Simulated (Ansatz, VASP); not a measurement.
## One calculation of Mn, two programs

```
CELL_PARAMETERS angstrom
0.00000 2.72892 2.72892
2.72892 0.00000 2.72892
2.72892 2.72892 0.00000
ATOMIC_POSITIONS crystal
Mn 0.12500 0.12500 0.12500
Mn 0.87500 0.87500 0.87500
```

Alike in both runs: task single point; functional revPBE; k mesh 12 × 12 × 12; occupations fermi-dirac, width 0.05 eV; collinear spin.

```csv
,VASP,Ansatz
version,VASP 6.6.1,Ansatz 0.2.0
potentials or method,"VASP PAW PBE potentials, release 64 (Mn_pv), cutoff 520 eV","plane waves (420 eV) with PAW, scalar-relativistic"
valence electrons in the cell,26,30
```

VASP gave:

| Item | Value |
| --- | --- |
| pressure (GPa) | -3.1 |
| net moment per atom (μB) | 0.00 |
| size of the moment on the site where the two differ most (μB) | 3.09 |

Problem. What did Ansatz give for the same quantities?

Solution. Pressure (GPa): -3.3; net moment per atom (μB): 0.00; size of the moment on the site where the two differ most (μB): 2.92.

VASP's potentials were made for PBE, not for revPBE. Site moments also hang on the region over which each program counts them. VASP's potentials hold 26 valence electrons a cell and Ansatz's 30, so a difference there can come from the potentials and not from the codes.
